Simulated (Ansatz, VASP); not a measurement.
One calculation of SrCl2, two programs

INCAR

```
ALGO = Normal ; EDIFF = 1E-6
EDIFFG = -0.005 ; ENCUT = 600
GGA = PE ; IBRION = 2
ISIF = 3 ; ISMEAR = -1
LASPH = True ; LCHARG = False
LREAL = False ; LWAVE = False
NELM = 60 ; NSW = 40
PREC = Accurate ; SIGMA = 0.02
```

KPOINTS

```
k-points
0
Gamma
  6 6 6
```

Contents of POSCAR:

```
SrCl2
1.0
    0.0000000000      3.5192138340      3.5192138340
    3.5192138340      0.0000000000      3.5192138340
    3.5192138340      3.5192138340      0.0000000000
Sr Cl
1 2
Direct
    0.0000000000      0.0000000000      0.0000000000
    0.2500000000      0.2500000000      0.2500000000
    0.7500000000      0.7500000000      0.7500000000
```

Input for Ansatz:

```yaml
crystal:
  lattice:
    - [0.0, 3.519213834, 3.519213834]
    - [3.519213834, 0.0, 3.519213834]
    - [3.519213834, 3.519213834, 0.0]
  atoms:
    - { symbol: Sr, position: [0.0, 0.0, 0.0] }
    - { symbol: Cl, position: [0.25, 0.25, 0.25] }
    - { symbol: Cl, position: [0.75, 0.75, 0.75] }
kpoints:
  mp_grid: { grid: [6, 6, 6] }
scf:
  occupations: { method: fermi_dirac, width: 0.02 }
hamiltonian:
  xc: pbe
  pseudopotentials:
    kind: all_electron
    lapw: { basis_error: 0.0005 }
    relativity: none
output:
  forces: true
  stress: true
  eigenvalues: true
relax:
  f_tol: 0.005
  max_steps: 20
  cell: {}
```

Alike in both runs: task relaxation of cell and atoms; functional PBE; k mesh 6 × 6 × 6; occupations fermi-dirac, width 0.02 eV; no spin polarisation.

```csv
,VASP,Ansatz
version,VASP 6.6.1,Ansatz 0.2.0
potentials or method,"VASP PAW PBE potentials, release 64 (Sr_sv, Cl), cutoff 600 eV","all-electron LAPW, non-relativistic"
```

Ansatz gave:

- gap on the k mesh at the Fermi level, each at its own relaxed structure (eV): 5.42
- relaxed volume (Å³/atom): 29.19
- relaxed length of the cell vector where the two differ most in proportion (Å): 4.985

Problem. Which values does VASP return?

Solution. gap on the k mesh at the Fermi level, each at its own relaxed structure (eV): 5.22; relaxed volume (Å³/atom): 29.17; relaxed length of the cell vector where the two differ most in proportion (Å): 4.983.

Ansatz ran all-electron here, and VASP with PAW potentials.
